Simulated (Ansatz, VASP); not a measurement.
# Two plane-wave programs on Si

```
Si
1.0
     4.61540   -2.34618   -0.12409
     4.61558    2.34579   -0.12512
    -0.14738    0.00082    5.47145
Si
8
Cartesian
  4.8370 0.0004 4.1696
  4.2466 0.0000 1.0526
  4.9106 -2.3460 1.4344
  4.1730 2.3464 3.7879
  6.5175 0.0002 2.3582
  1.9757 -0.0002 -0.2529
  2.5661 0.0004 2.8640
  7.2553 -0.0003 0.0037
```

Change from the starting cell: all atoms moved at random, sigma 0.05 Å a component, cell strained at random, sigma 0.01; relaxed back.

Alike in both runs: functional LDA; k mesh 8 × 8 × 6; occupations gaussian, width 0.15 eV; no spin polarisation.

Ansatz relaxed the structure, and its values are those at the end. VASP's run is a single point on that final structure, the one shown.

```csv
,VASP,Ansatz
version,VASP 6.6.1,Ansatz 0.2.0
potentials or method,"VASP PAW LDA potentials, release 64 (Si), cutoff 520 eV","scalar-relativistic, plane waves, PAW"
valence electrons in the cell,32,32
```

|  | VASP | Ansatz | Ansatz less VASP |
| --- | --- | --- | --- |
| gap on the k mesh at the Fermi level (eV) | none | none | - |
| pressure (GPa) | 0.1 | 0.0 | -0.08 |

LDA's correlation is that of Perdew and Zunger in VASP and of Perdew and Wang (1992) in Ansatz. A gap of «none» marks a metal or a gap that the smearing closes.
